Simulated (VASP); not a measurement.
Input of a VASP 6.6.1 run:

Contents of INCAR:

```
SYSTEM = BN
PREC = Accurate
ENCUT = 520
EDIFF = 1E-6
ISMEAR = 0
SIGMA = 0.05
LREAL = .False.
LASPH = .True.
NELM = 80
ALGO = Normal
ISIF = 2
LWAVE = .False.
LCHARG = .False.
GGA = PE
IVDW = 12
NBANDS = 11
```

File KPOINTS:

```
Automatic mesh
0
Gamma
  12 12 12
  0 0 0
```

The input POSCAR:

```
BN
1.0
    0.0000000000      3.3904563551      2.1660912400
    1.2140831370      0.0000000000      2.1660912400
    1.2140831370      3.3904563551      0.0000000000
B N
1 1
Direct
    0.0000486500      0.0000486500      0.9999513500
    0.6666513400      0.6666513400      0.3333486600
```

Potentials or basis: VASP PAW PBE potentials, release 64 (B, N).

Command:

```console
$ cat potpaw_PBE.64/B/POTCAR potpaw_PBE.64/N/POTCAR > POTCAR
$ mpirun -np 1 vasp_std > vasp.out
```

Estimate the pressure.

12.8 GPa.

What does it give for the band gap on the k mesh?

3.66 eV, indirect (least direct gap 4.70 eV).

Predict the dispersion energy per atom.

-0.142 eV.

Forces in eV/Å, atoms in the order of the input:
```
B    0.000  0.000 -0.458
N    0.000  0.000  0.458
```

Caveat: the cell differs from its parent crystal (strain -0.030 along x and y, +0.000 along z). A k mesh can miss the band edges.
